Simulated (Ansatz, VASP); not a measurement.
## Two plane-wave programs on Ta

INCAR

```
PREC = Accurate ; ENCUT = 520
EDIFF = 1E-6 ; ISMEAR = -1
SIGMA = 0.08 ; LREAL = False
LASPH = True ; NELM = 100
ALGO = Normal ; ISIF = 2
LWAVE = False ; LCHARG = False
LDIPOL = True ; IDIPOL = 3
DIPOL = 0.5 0.5 0.500 ; GGA = PE
NBANDS = 36
```

Contents of KPOINTS:

```
Automatic mesh
0
Gamma
  12 12 1
```

File POSCAR:

```
Ta
1.0
    3.3195547167      0.0000000000      0.0000000000
    0.0000000000      3.3195547167      0.0000000000
    0.0000000000      0.0000000000     22.6391000000
Ta
5
Direct
    0.0000000000      0.0000000000      0.3533707297
    0.5000000000      0.5000000000      0.4266853646
    0.0000000000      0.0000000000      0.5000000000
    0.5000000000      0.5000000000      0.5733146354
    0.0000000000      0.0000000000      0.6466292703
```

Input for Ansatz:

```yaml
crystal:
  lattice:
    - [3.3195547167, 0.0, 0.0]
    - [0.0, 3.3195547167, 0.0]
    - [0.0, 0.0, 22.6391]
  atoms:
    - { symbol: Ta, position: [0.0, 0.0, 0.3533707297] }
    - { symbol: Ta, position: [0.5, 0.5, 0.4266853646] }
    - { symbol: Ta, position: [0.0, 0.0, 0.5] }
    - { symbol: Ta, position: [0.5, 0.5, 0.5733146354] }
    - { symbol: Ta, position: [0.0, 0.0, 0.6466292703] }
kpoints:
  mp_grid: { grid: [12, 12, 1] }
scf:
  occupations: { method: fermi_dirac, width: 0.08 }
hamiltonian:
  xc: pbe
  pseudopotentials: { kind: paw }
output:
  forces: true
  stress: true
  eigenvalues: true
  populations: true
efield:
  axis: 3
  amplitude: 0
  dipole_correction: true
```

Alike in both runs: task single point; functional PBE; k mesh 12 × 12 × 1; occupations fermi-dirac, width 0.08 eV; no spin polarisation.

|  | VASP | Ansatz |
| --- | --- | --- |
| version | VASP 6.6.1 | Ansatz 0.2.0 |
| potentials or method | VASP PAW PBE potentials, release 64 (Ta_pv) | PAW with Ansatz's default frozen-core files, scalar-relativistic |
| plane-wave cutoff (eV) | 520 | 420 |
| valence electrons in the cell | 55 | 65 |

Ansatz gave:

```
rms of the force components (eV/Å) : 0.735
```

Estimate VASP's values.

rms of the force components (eV/Å): 0.738.

Atom by atom the forces differ by 0.004 eV/Å (rms over components). VASP's potentials hold 55 valence electrons a cell and Ansatz's 65, so a difference there can come from the potentials and not from the codes.

Neither program's run includes spin-orbit coupling.
